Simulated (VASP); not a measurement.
# V (Fm-3m) in VASP: further runs

V is run at these levels: PBE; tasks: relaxation of cell and atoms.

Everything below comes from runs of VASP 6.6.1. Logs are shortened: lines on timing, memory, paths and dates and some standing lists are left out, and cuts for length are marked.

**1. The cell of the first run**

It takes space group Fm-3m (No. 225, cubic). The conventional cell has a = 3.888 Å, b = 3.888 Å, c = 3.888 Å, α = 90.00°, β = 90.00°, γ = 90.00°. V (site symmetry m-3m) has 12 V at 2.75 Å within 3.6 Å.

This isn't the form of V at room conditions, which is bcc.

**2. Relaxation of cell and atoms, PBE, collinear spin, ferromagnetic start**

Contents of INCAR:

```
SYSTEM = V
ALGO = Normal ; EDIFF = 1E-6
EDIFFG = -0.005 ; ENCUT = 600
GGA = PE ; IBRION = 2
ISIF = 3 ; ISMEAR = -1
ISPIN = 2 ; LASPH = .TRUE.
LCHARG = .FALSE. ; LMAXMIX = 4
LORBIT = 11 ; LREAL = .FALSE.
LWAVE = .FALSE. ; MAGMOM = 1.5
NELM = 150 ; NSW = 100
PREC = Accurate ; SIGMA = 0.05
```

Contents of KPOINTS:

```
k-points
0
G
  15 15 15
  0 0 0
```

Contents of POSCAR:

```
V
1.0
    0.0000000000      1.9442426514      1.9442426514
    1.9442426514      0.0000000000      1.9442426514
    1.9442426514      1.9442426514      0.0000000000
V
1
Direct
    0.0000000000      0.0000000000      0.0000000000
```

Potentials or basis: VASP PAW PBE potentials, release 64 (V_sv).

Command:

```
$ cat potpaw_PBE.64/V_sv/POTCAR > POTCAR
$ mpirun -np 1 vasp_std > vasp.out
```

OUTCAR:

```text
SYSTEM = V
   EDIFF = 1E-6
   EDIFFG = -0.005
   ENCUT = 600
   GGA = PE
   IBRION = 2
   ISIF = 3
   ISMEAR = -1
   ISPIN = 2
   LASPH = .TRUE.
   LORBIT = 11
   LREAL = .FALSE.
   NELM = 150
   NSW = 100
   PREC = Accurate

 ion  position               nearest neighbor table
   1  0.000  0.000  0.000-

  LATTYP: Found a face centered cubic cell.
 ALAT       =     3.8884853028

  Lattice vectors:

 A1 = (   0.0000000000,   1.9442426514,   1.9442426514)
 A2 = (   1.9442426514,   0.0000000000,   1.9442426514)
 A3 = (   1.9442426514,   1.9442426514,   0.0000000000)

Analysis of symmetry for initial positions (statically):
=====================================================================
 Subroutine PRICEL returns:
 Original cell was already a primitive cell.

 Routine SETGRP: Setting up the symmetry group for a
 face centered cubic supercell.

 Subroutine GETGRP returns: Found 48 space group operations
 (whereof 48 operations were pure point group operations)
 out of a pool of 48 trial point group operations.

The static configuration has the point symmetry O_h .

Analysis of symmetry for dynamics (positions and initial velocities):
=====================================================================
 Subroutine PRICEL returns:
 Original cell was already a primitive cell.

 Routine SETGRP: Setting up the symmetry group for a
 face centered cubic supercell.

 Subroutine GETGRP returns: Found 48 space group operations
 (whereof 48 operations were pure point group operations)
 out of a pool of 48 trial point group operations.

The dynamic configuration has the point symmetry O_h .

Analysis of structural, dynamic, and magnetic symmetry:
=====================================================================
 Subroutine PRICEL returns:
 Original cell was already a primitive cell.

 Routine SETGRP: Setting up the symmetry group for a
 face centered cubic supercell.

 Subroutine GETGRP returns: Found 48 space group operations
 (whereof 48 operations were pure point group operations)
 out of a pool of 48 trial point group operations.

The overall configuration has the point symmetry O_h .

 Subroutine INISYM returns: Found 48 space group operations
 (whereof 48 operations are pure point group operations),
 and found     1 'primitive' translations

----------------------------------------------------------------------------------------

                                     Primitive cell

  volume of cell :      14.6988

  direct lattice vectors                    reciprocal lattice vectors
     0.000000000  1.944242651  1.944242651    -0.257169546  0.257169546  0.257169546
     1.944242651  0.000000000  1.944242651     0.257169546 -0.257169546  0.257169546
     1.944242651  1.944242651  0.000000000     0.257169546  0.257169546 -0.257169546

  length of vectors
     2.749574326  2.749574326  2.749574326     0.445430720  0.445430720  0.445430720

  position of ions in fractional coordinates (direct lattice)
     0.000000000  0.000000000  0.000000000

  ion indices of the primitive-cell ions
   primitive index   ion index
                 1           1

----------------------------------------------------------------------------------------

 KPOINTS: k-points

Automatic generation of k-mesh.
 Grid dimensions read from file:
 generate k-points for:   15   15   15

 Generating k-lattice:

  Cartesian coordinates                     Fractional coordinates (reciprocal lattice)
    -0.017144636  0.017144636  0.017144636     0.066666667  0.000000000  0.000000000
     0.017144636 -0.017144636  0.017144636     0.000000000  0.066666667  0.000000000
     0.017144636  0.017144636 -0.017144636     0.000000000  0.000000000  0.066666667

  Length of vectors
     0.029695381  0.029695381  0.029695381

  Shift w.r.t. Gamma in fractional coordinates (k-lattice)
     0.000000000  0.000000000  0.000000000

 Subroutine IBZKPT returns following result:
 ===========================================

 Found    120 irreducible k-points:

 Following reciprocal coordinates:
            Coordinates               Weight
  0.000000  0.000000  0.000000      1.000000
  0.066667  0.000000  0.000000      8.000000
  0.133333  0.000000  0.000000      8.000000
  0.200000  0.000000  0.000000      8.000000
  0.266667  0.000000  0.000000      8.000000
  0.333333  0.000000  0.000000      8.000000
[... 16 lines left out ...]
  0.133333  0.133333  0.000000      6.000000
  0.200000  0.133333  0.000000     24.000000
 [... further k-points ...]
   k-points           NKPTS =    120   k-points in BZ     NKDIM =    120   number of bands    NBANDS=     11
   number of dos      NEDOS =    301   number of ions     NIONS =      1
   total plane-waves  NPLWV =  13824
   dimension x,y,z NGX =    24 NGY =   24 NGZ =   24
   dimension x,y,z NGXF=    48 NGYF=   48 NGZF=   48
   ions per type =               1
   NGX,Y,Z   is equivalent  to a cutoff of  14.51, 14.51, 14.51 a.u.
   NGXF,Y,Z  is equivalent  to a cutoff of  29.02, 29.02, 29.02 a.u.
 SYSTEM =  V
   PREC   = accura    normal or accurate (medium, high low for compatibility)
   ISTART =      0    job   : 0-new  1-cont  2-samecut
   ICHARG =      2    charge: 1-file 2-atom 10-const
   ISPIN  =      2    spin polarized calculation?
   LNONCOLLINEAR =      F non collinear calculations
   LSORBIT =      F    spin-orbit coupling
   LASPH  =      T    aspherical Exc in radial PAW
   ENCUT  =  600.0 eV  44.10 Ry    6.64 a.u.   5.49  5.49  5.49*2*pi/ulx,y,z
   NELM   =    150;   NELMIN=  2; NELMDL= -5     # of ELM steps
   EDIFF  = 0.1E-05   stopping-criterion for ELM
   LREAL  =      F    real-space projection
   EDIFFG = -.5E-02   stopping-criterion for IOM
   NSW    =    100    number of steps for IOM
   IBRION =      2    ionic relax: 0-MD 1-quasi-New 2-CG
   NFREE  =      1    steps in history (QN), initial steepest desc. (CG)
   ISIF   =      3    stress and relaxation
   ISYM   =      2    0-nonsym 1-usesym 2-fastsym
   POTIM  = 0.5000    time-step for ionic-motion
   TEBEG  =    0.0;   TEEND  =   0.0 temperature during run
   PSTRESS=    0.0 pullay stress
   NELECT =      13.0000    total number of electrons
   NUPDOWN=      -1.0000    fix difference up-down
   EMIN   =  10.00;   EMAX   =-10.00  energy-range for DOS
   EFERMI =   0.00;   METHOD = LEGACY
   ISMEAR =    -1;   SIGMA  =   0.05  broadening in eV -4-tet -1-fermi 0-gaus
   EFERMI_NEDOS =   21; number of points for ismear=-14 and -15
   IALGO  =     38    algorithm
   IMIX   =      4    mixing-type and parameters
     AMIX     =   0.40;   BMIX     =  1.00
     AMIX_MAG =   1.60;   BMIX_MAG =  1.00
  volume/ion in A,a.u.               =      14.70        99.19
  Fermi-wavevector in a.u.,A,eV,Ry     =   1.571432  2.969575 33.598190  2.469397
  Thomas-Fermi vector in A             =   2.673016
   LORBIT       =     11    0 simple, 1 ext, 2 COOP (PROOUT), +10 PAW based schemes
   GGA     = PE    functional components
   LHFCALC =     F    Hartree Fock is set to
   AEXX    =    0.0000 exact exchange contribution
   IVDW    =     0    specifies the selected vdW correction
   LEPSILON=     F    determine dielectric tensor
   LRPA    =     F    only Hartree local field effects (RPA)
 conjugate gradient relaxation of ions
 spin polarized calculation
  energy-cutoff  :      600.00
  volume of cell :       14.70
 maximum number of plane-waves:       531
 NGX is ok and might be reduce to    24
   NGX = 11   NGY = 11   NGZ = 11

--------------------------------------- Ionic step        1  -------------------------------------------

 number of electron      13.0000002 magnetization      -0.0029914

 number of electron      13.0000002 magnetization       0.0005793

 Free energy of the ion-electron system (eV)
  ---------------------------------------------------
  ext. energy  EPLUGINS =         0.00000000
  ---------------------------------------------------
  free energy    TOTEN  =        -8.73444098 eV

  energy without entropy =       -8.71897407  energy(sigma->0) =       -8.72670752

------------------------ aborting loop because EDIFF is reached ----------------------------------------

  FORCE on cell =-STRESS in cart. coord.  units (eV):
  Direction    XX          YY          ZZ          XY          YZ          ZX
  --------------------------------------------------------------------------------------
  -------------------------------------------------------------------------------------
  Total       -0.8015350     -0.8015350     -0.8015350      0.0000000      0.0000000     -0.0000000
  in kB      -87.3678518    -87.3678518    -87.3678518      0.0000000      0.0000000     -0.0000000
  external PRESSURE =     -87.3678518 kB  Pullay stress =       0.0000000 kB

 VOLUME and BASIS-vectors are now :
 -----------------------------------------------------------------------------
  energy-cutoff  :      600.00
  volume of cell :       14.70
      direct lattice vectors                 reciprocal lattice vectors
     0.000000000  1.944242651  1.944242651    -0.257169546  0.257169546  0.257169546
     1.944242651  0.000000000  1.944242651     0.257169546 -0.257169546  0.257169546
     1.944242651  1.944242651  0.000000000     0.257169546  0.257169546 -0.257169546
[... 7 lines left out ...]
  FREE ENERGIE OF THE ION-ELECTRON SYSTEM (eV)
  ---------------------------------------------------
  free  energy   TOTEN  =        -8.7344409762 eV

  energy  without entropy=       -8.7189740664  energy(sigma->0) =       -8.72670752

--------------------------------------- Ionic step        2  -------------------------------------------

 number of electron      13.0000003 magnetization       0.0000069

 number of electron      13.0000003 magnetization      -0.0000003

 E-fermi :  10.4353     XC(G=0): -13.0755

 val. band max:       10.4280675963   @ k =   0.0667   0.0667   0.0000
 cond. band min:      10.4549273050   @ k =   0.4000   0.2667   0.0667
 fundamental gap:      0.0268597087
 Fermi energy:        10.4353108390

 spin component 1

 k-point     1 :       0.0000    0.0000    0.0000
  band No.  band energies     occupation
      1     -53.5841      1.00000
      2     -26.8416      1.00000
      3     -26.8416      1.00000
      4     -26.8416      1.00000
      5       3.4509      1.00000
      6      10.5931      0.04086
      7      10.5931      0.04086
      8      10.5931      0.04086
      9      12.4901      0.00000
     10      12.4901      0.00000
     11      28.4298      0.00000

 k-point     2 :       0.0667    0.0000    0.0000
  band No.  band energies     occupation
      1     -53.5752      1.00000
      2     -26.8861      1.00000
      3     -26.8471      1.00000
      4     -26.8471      1.00000
      5       3.6257      1.00000
      6      10.4965      0.22733
      7      10.6552      0.01215
      8      10.6552      0.01215
      9      12.4519      0.00000
     10      12.4519      0.00000
     11      28.5597      0.00000
[... 787 lines left out ...]
  FREE ENERGIE OF THE ION-ELECTRON SYSTEM (eV)
  ---------------------------------------------------
  free  energy   TOTEN  =        -8.7570925124 eV

  energy  without entropy=       -8.7426686374  energy(sigma->0) =       -8.74988057

--------------------------------------- Ionic step        6  -------------------------------------------

 number of electron      12.9999998 magnetization       0.0000000

 number of electron      12.9999998 magnetization      -0.0000000

 Free energy of the ion-electron system (eV)
  ---------------------------------------------------
  ext. energy  EPLUGINS =         0.00000000
  ---------------------------------------------------
  free energy    TOTEN  =        -8.75709510 eV

  energy without entropy =       -8.74267982  energy(sigma->0) =       -8.74988746

 E-fermi :   9.6227     XC(G=0): -12.7355

 val. band max:        9.6150554966   @ k =  -0.3333   0.4000   0.0667
 cond. band min:       9.6411590678   @ k =   0.4000   0.1333   0.0667
 fundamental gap:      0.0261035712
 Fermi energy:         9.6227411383

 spin component 1

 k-point     1 :       0.0000    0.0000    0.0000
  band No.  band energies     occupation
      1     -54.4472      1.00000
      2     -27.8057      1.00000
      3     -27.8057      1.00000
      4     -27.8057      1.00000
      5       2.8019      1.00000
      6       9.7928      0.03225
      7       9.7928      0.03225
      8       9.7928      0.03225
      9      11.5298      0.00000
     10      11.5298      0.00000
     11      27.2509      0.00000

 k-point     2 :       0.0667    0.0000    0.0000
  band No.  band energies     occupation
      1     -54.4402      1.00000
      2     -27.8419      1.00000
      3     -27.8102      1.00000
      4     -27.8102      1.00000
      5       2.9669      1.00000
      6       9.7047      0.16256
      7       9.8499      0.01053
      8       9.8499      0.01053
      9      11.4957      0.00000
     10      11.4957      0.00000
     11      27.3466      0.00000
[... 670 lines left out ...]
 POSITION                                       TOTAL-FORCE (eV/Angst)
 -----------------------------------------------------------------------------------
      0.00000      0.00000      0.00000         0.000000      0.000000     -0.000000
 -----------------------------------------------------------------------------------
    total drift:                                0.000000      0.000000     -0.000000

  FREE ENERGIE OF THE ION-ELECTRON SYSTEM (eV)
  ---------------------------------------------------
  free  energy   TOTEN  =        -8.7570951035 eV

  energy  without entropy=       -8.7426798187  energy(sigma->0) =       -8.74988746

 reached required accuracy - stopping structural energy minimisation

 total charge

# of ion       s       p       d       tot
------------------------------------------
    1        2.341   6.224   3.025  11.590

 magnetization (x)

# of ion       s       p       d       tot
------------------------------------------
    1       -0.000  -0.000  -0.000  -0.000
```

It took 69 s on 1 thread of Intel Xeon Platinum 8488C (Sapphire Rapids), shared host; peak memory 0.19 GiB.

What came out:

* Free energy: -8.7571 eV
* Relaxed volume: 13.91 Å³/atom
* Relaxed cell: a = 2.699 Å, b = 2.699 Å, c = 2.699 Å, α = 60.00°, β = 60.00°, γ = 60.00°
* Space group after relaxing (to 0.1 Å): Fm-3m (No. 225)
* Energy gained by relaxing: 22.7 meV/atom
* Ionic steps: 6
* Pressure after relaxing: 0.0 GPa
* Net moment: 0.00 μB per cell
* Valence electrons inside the program's atomic spheres: V 11.59

The path:
```csv
step,energy change (eV),largest force (eV/Å),pressure (GPa),volume (Å³)
1,0.0000,0.0000,-8.74,14.70
2,0.0087,0.0000,12.57,13.06
3,-0.0227,0.0000,-0.14,13.91
4,-0.0227,0.0000,0.09,13.90
5,-0.0227,0.0000,-0.09,13.91
6,-0.0227,0.0000,0.04,13.91
```

Final structure:
```
V
1.0
     0.00000    1.90861    1.90861
     1.90861    0.00000    1.90861
     1.90861    1.90861    0.00000
V
1
Direct
  0.00000 0.00000 0.00000
```

Caveat: the moments typed at the start vanished in this run.

**3. Relaxation of cell and atoms, PBE, collinear spin, ferromagnetic start**

Contents of INCAR:

```
ALGO     = Normal         # electronic algorithm
EDIFF    = 1E-6           # SCF threshold, eV
EDIFFG   = -0.005         # ionic threshold
ENCUT    = 600            # plane-wave cutoff, eV
GGA      = PE             # functional
IBRION   = 2              # ionic algorithm
ISIF     = 3              # what is computed and relaxed
ISMEAR   = 1              # smearing method
ISPIN    = 2              # spin polarisation
LASPH    = True           # aspherical terms in the spheres
LCHARG   = False          # write CHGCAR
LMAXMIX  = 4              # l up to which the mixer works
LORBIT   = 11             # projections on sites
LREAL    = False          # projectors in reciprocal space
LWAVE    = False          # write WAVECAR
MAGMOM   = 1.5            # initial moments
NELM     = 150            # most SCF steps
NSW      = 100            # ionic steps
PREC     = Accurate       # precision mode
SIGMA    = 0.05           # smearing width, eV
```

Contents of KPOINTS:

```
k-points
0
Gamma
  15 15 15
```

POSCAR is that of step 2.

Potentials or basis: VASP PAW PBE potentials, release 64 (V_sv).

Command:

```
$ cat potpaw_PBE.64/V_sv/POTCAR > POTCAR
$ mpirun -np 1 vasp_std > vasp.out
```

Run time: 64 s. Hardware: 1 thread of Intel Xeon Platinum 8488C (Sapphire Rapids), shared host; peak memory 0.19 GiB.

The run converged. Its results:

```
Free energy                                           : -8.7498 eV
Relaxed volume                                        : 13.91 Å³/atom
Relaxed cell                                          : a = 2.699 Å, b = 2.699 Å, c = 2.699 Å, α = 60.00°, β = 60.00°, γ = 60.00°
Space group after relaxing (to 0.1 Å)                 : Fm-3m (No. 225)
Energy gained by relaxing                             : 23.0 meV/atom
Ionic steps                                           : 5
Pressure after relaxing                               : 0.0 GPa
Net moment                                            : 0.00 μB per cell
Valence electrons inside the program's atomic spheres : V 11.59
```

Step by step:
```tsv
step	energy change (eV)	largest force (eV/Å)	pressure (GPa)	volume (Å³)
1	0.0000	0.0000	-8.88	14.70
2	0.0103	0.0000	12.95	13.03
3	-0.0230	0.0000	-0.17	13.91
4	-0.0230	0.0000	0.07	13.90
5	-0.0230	0.0000	-0.04	13.91
```

Final structure:
```
CELL_PARAMETERS angstrom
0.00000 1.90878 1.90878
1.90878 0.00000 1.90878
1.90878 1.90878 0.00000
ATOMIC_POSITIONS crystal
V 0.00000 0.00000 0.00000
```

Levels at points of the mesh, in eV from the Fermi level:
Spin up:
```csv
k point,band 4,band 5,band 6,band 7,band 8,band 9
"(0.00, 0.00, 0.00)",-37.42,-6.81,0.18,0.18,0.18,1.92
```
Spin down:
```tsv
k point	band 3	band 4	band 5	band 6	band 7	band 8	band 9	band 10
(0.00, 0.00, 0.00)	-37.42	-37.42	-6.81	0.18	0.18	0.18	1.92	1.92
```

Caveat: the moments typed at the start vanished in this run.
